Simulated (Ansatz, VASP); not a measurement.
**One calculation of V, two programs**

INCAR

```
SYSTEM = V
ALGO     = Normal         ! electronic algorithm
EDIFF    = 1E-6           ! SCF threshold, eV
ENCUT    = 520            ! plane-wave cutoff, eV
GGA      = PE             ! functional
ISIF     = 2              ! what is computed and relaxed
ISMEAR   = -1             ! smearing method
LASPH    = .TRUE.         ! aspherical terms in the spheres
LCHARG   = .TRUE.         ! write CHGCAR
LELF     = .TRUE.         ! ELF
LREAL    = .FALSE.        ! projectors in reciprocal space
LVHAR    = .TRUE.       
LWAVE    = .FALSE.        ! write WAVECAR
NBANDS   = 12             ! bands
NELM     = 60             ! most SCF steps
PREC     = Accurate       ! precision mode
SIGMA    = 0.6            ! smearing width, eV
```

The input KPOINTS:

```
k-points
0
G
  15 15 15
  0 0 0
```

The input POSCAR:

```
V
1.0
   -1.4991761207      1.4991761207      1.4991761207
    1.4991761207     -1.4991761207      1.4991761207
    1.4991761207      1.4991761207     -1.4991761207
V
1
Direct
    0.0000000000      0.0000000000      0.0000000000
```

Input for Ansatz:

```yaml
crystal:
  lattice:
    - [-1.4991761207, 1.4991761207, 1.4991761207]
    - [1.4991761207, -1.4991761207, 1.4991761207]
    - [1.4991761207, 1.4991761207, -1.4991761207]
  atoms:
    - { symbol: V, position: [0.0, 0.0, 0.0] }
hamiltonian:
  xc: pbe
  pseudopotentials:
    kind: paw
    azcp:
      V: "pseudopotentials/V.paw.azcp"
basis:
  ecutwfc: 420
  fft_grid_basis: typed
kpoints:
  mp_grid: { grid: [15, 15, 15], shift: [0, 0, 0] }
magnetization:
  spin_polarized: false
scf:
  occupations: { method: fermi_dirac, width: 0.6 }
  lower_state_search: "off"
output:
  stress: true
  write_density: true
  write_potential: true
  elf: true
  volumetric_format: npy
```

Alike in both runs: task single point; functional PBE; k mesh 15 × 15 × 15; occupations fermi-dirac, width 0.6 eV; no spin polarisation.

|  | VASP | Ansatz |
| --- | --- | --- |
| version | VASP 6.6.1 | Ansatz 0.2.0 |
| potentials or method | VASP PAW PBE potentials, release 64 (V_sv), cutoff 520 eV | plane waves (420 eV) with PAW, scalar-relativistic |
| valence electrons in the cell | 13 | 13 |

|  | VASP | Ansatz | Ansatz less VASP |
| --- | --- | --- | --- |
| pressure (GPa) | 11.1 | 10.8 | -0.27 |

With one functional, cell and mesh, what is left measures potentials, basis and numerics.
